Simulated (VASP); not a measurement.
LiGeN, 6 atoms in the cell. The structure is hexagonal, space group P6_3mc (No. 186). The conventional cell has a = 3.045 Å, b = 3.045 Å, c = 9.523 Å, α = 90.00°, β = 90.00°, γ = 120.00°. Li (site symmetry 3m) has 3 N at 2.19 Å and 6 Ge at 2.91 to 3.01 Å and 6 Li at 3.05 Å within 3.1 Å. Ge (site symmetry 3m) has 3 N at 2.03 Å within 2.7 Å. Within 2.7 Å of N (site symmetry 3m) lie 3 Ge at 2.03 Å and 3 Li at 2.19 Å. 

* Program: VASP 6.6.1
* Task: single point
* Functional: PBE
* Potentials or basis: VASP PAW PBE potentials, release 64 (Li_sv, Ge_d, N)
* Cutoff: 520 eV
* k mesh: 9 × 9 × 2
* Occupations: gaussian, width 0.01 eV
* Spin: no spin polarisation
* Dipole correction: no
* Further INCAR settings: ALGO = Normal; EDIFF = 1e-06; NBANDS = 31

Potentials or basis: VASP PAW PBE potentials, release 64 (Li_sv, Ge_d, N).

Launch:

```bash
$ cat potpaw_PBE.64/Li_sv/POTCAR potpaw_PBE.64/Ge_d/POTCAR potpaw_PBE.64/N/POTCAR > POTCAR
$ mpirun -np 1 vasp_std > vasp.out
```

Hardware: 1 thread of Intel(R) Xeon(R) 6975P-C (Granite Rapids), with other jobs on the host.

Estimate the wall time of this run.

Wall time 35 s on 1 thread of Intel(R) Xeon(R) 6975P-C (Granite Rapids) (shared host), peak memory 0.21 GiB. Counts: scf iterations 14, k points 24.
